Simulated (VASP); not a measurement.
Wanted: the native input for a VASP 6.6.1 run.

| Item | Value |
| --- | --- |
| Task | single point |
| Functional | PBE |
| Potentials or basis | VASP PAW PBE potentials, release 64 (Al, Ga_d, As) |
| Cutoff | 520 eV |
| k mesh | 6 × 6 × 1 |
| Occupations | gaussian, width 0.1 eV |
| Spin | no spin polarisation |
| Dipole correction | no |
| Further INCAR settings | ALGO = Normal; EDIFF = 1e-06; NBANDS = 61 |

The structure of AlGa5As6 lies in POSCAR:

```
AlGa5As6
1.0
    3.8995750300      0.0000000000      0.0000000000
   -1.9497875200      3.3771310400      0.0000000000
    0.0000000000      0.0000000000     19.1039380900
Al Ga As
1 5 6
Direct
    0.0000000000      0.0000000000      0.0000000000
    0.3333333300      0.6666666700      0.8333333300
    0.6666666700      0.3333333300      0.6666666700
    0.0000000000      0.0000000000      0.5000000000
    0.3333333300      0.6666666700      0.3333333300
    0.6666666700      0.3333333300      0.1666666700
    0.0000000000      0.0000000000      0.8750000000
    0.3333333300      0.6666666700      0.7083333300
    0.6666666700      0.3333333300      0.5416666700
    0.0000000000      0.0000000000      0.3750000000
    0.3333333300      0.6666666700      0.2083333300
    0.6666666700      0.3333333300      0.0416666700
```

One way to write it, as run:

INCAR

```
ALGO = Normal
EDIFF = 1E-6
ENCUT = 520
GGA = PE
ISIF = 2
ISMEAR = 0
LASPH = True
LCHARG = False
LREAL = False
LWAVE = False
NBANDS = 61
NELM = 80
PREC = Accurate
SIGMA = 0.1
```

KPOINTS

```
k-points
0
Gamma
  6 6 1
```

Potentials or basis: VASP PAW PBE potentials, release 64 (Al, Ga_d, As).

Command:

```bash
$ cat potpaw_PBE.64/Al/POTCAR potpaw_PBE.64/Ga_d/POTCAR potpaw_PBE.64/As/POTCAR > POTCAR
$ mpirun -np 1 vasp_std > vasp.out
```

It gave:

| Quantity | Value |
| --- | --- |
| Pressure | 10.2 GPa |
| Largest force | 0.109 eV/Å |
| Band gap on the k mesh | 1.18 eV |

Caveat: the cell stands under pressure; an odd mesh through Γ misses points on the zone boundary, where band edges can lie.

Run time: 4.1 min on 1 thread of Intel Xeon 8259CL, with other jobs on the host, peak memory 0.4 GiB.
